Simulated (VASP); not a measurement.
Set up this calculation in VASP 6.6.1, as the native input.

```
Task                   : relaxation of cell and atoms
Functional             : r2SCAN
Potentials or basis    : VASP PAW PBE potentials, release 64 (Tl_d, Hg, Br)
Cutoff                 : 600 eV
k mesh                 : 4 × 4 × 4
Occupations            : fermi-dirac, width 0.02 eV
Spin                   : no spin polarisation
Dipole correction      : no
Further INCAR settings : ALGO = Normal; EDIFF = 1e-06; IBRION = 2; EDIFFG = -0.005; NSW = 80; ISIF = 3
```

The system is TlHgBr3.

```
Tl Hg Br
1.0
     5.59717    0.00000    0.00000
     0.00000    5.59717    0.00000
     0.00000    0.00000    5.59717
Tl Hg Br
1 1 3
Direct
  0.00000 0.00000 0.00000
  0.50000 0.50000 0.50000
  0.50000 0.50000 0.00000
  0.50000 0.00000 0.50000
  0.00000 0.50000 0.50000
```

One way to write it, as run:

POSCAR

```
TlHgBr3
1.0
    5.5971655420      0.0000000000      0.0000000000
    0.0000000000      5.5971655420      0.0000000000
    0.0000000000      0.0000000000      5.5971655420
Tl Hg Br
1 1 3
Direct
    0.0000000000      0.0000000000      0.0000000000
    0.5000000000      0.5000000000      0.5000000000
    0.5000000000      0.5000000000      0.0000000000
    0.5000000000      0.0000000000      0.5000000000
    0.0000000000      0.5000000000      0.5000000000
```

INCAR.step1

```
PREC = Accurate ; ENCUT = 600
ISMEAR = -1 ; SIGMA = 0.02
LREAL = False ; LASPH = True
NELM = 80 ; GGA = PE
ALGO = Normal ; EDIFF = 1E-4
LWAVE = True ; LCHARG = False
```

INCAR.step2

```
PREC = Accurate ; ENCUT = 600
EDIFF = 1E-6 ; ISMEAR = -1
SIGMA = 0.02 ; LREAL = False
LASPH = True ; NELM = 80
ALGO = Normal ; ISIF = 3
LWAVE = False ; LCHARG = False
METAGGA = R2SCAN ; LMIXTAU = True
IBRION = 2 ; NSW = 80
EDIFFG = -0.005 ; ISTART = 1
```

KPOINTS

```
Automatic mesh
0
Gamma
  4 4 4
```

Potentials or basis: VASP PAW PBE potentials, release 64 (Tl_d, Hg, Br).

Launch:

```bash
$ cat potpaw_PBE.64/Tl_d/POTCAR potpaw_PBE.64/Hg/POTCAR potpaw_PBE.64/Br/POTCAR > POTCAR
$ cp INCAR.step1 INCAR
$ mpirun -np 1 vasp_std > vasp.out
$ cp INCAR.step2 INCAR
$ mpirun -np 1 vasp_std > vasp.out
```

Results of the run:

The relaxed volume is 33.87 Å³/atom and the relaxed cell is a = 5.532 Å, b = 5.532 Å, c = 5.532 Å, α = 90.00°, β = 90.00°, γ = 90.00°. The space group after relaxing (to 0.1 Å) is Pm-3m (No. 221) and the energy gained by relaxing is 3.7 meV/atom. The ionic steps are 3 and the pressure after relaxing is 0.0 GPa. The band gap on the k mesh is zero (bands 23 and 24 overlap by 0.97 eV).

Caveat: the PAW data sets were made with another functional, which shifts forces and pressure a little; spin-orbit coupling is left out, which moves the levels of the heavy elements.

It took 15 min on 1 thread of Oxide Virtual Turin-like Processor, on a shared host, peak memory 0.38 GiB.
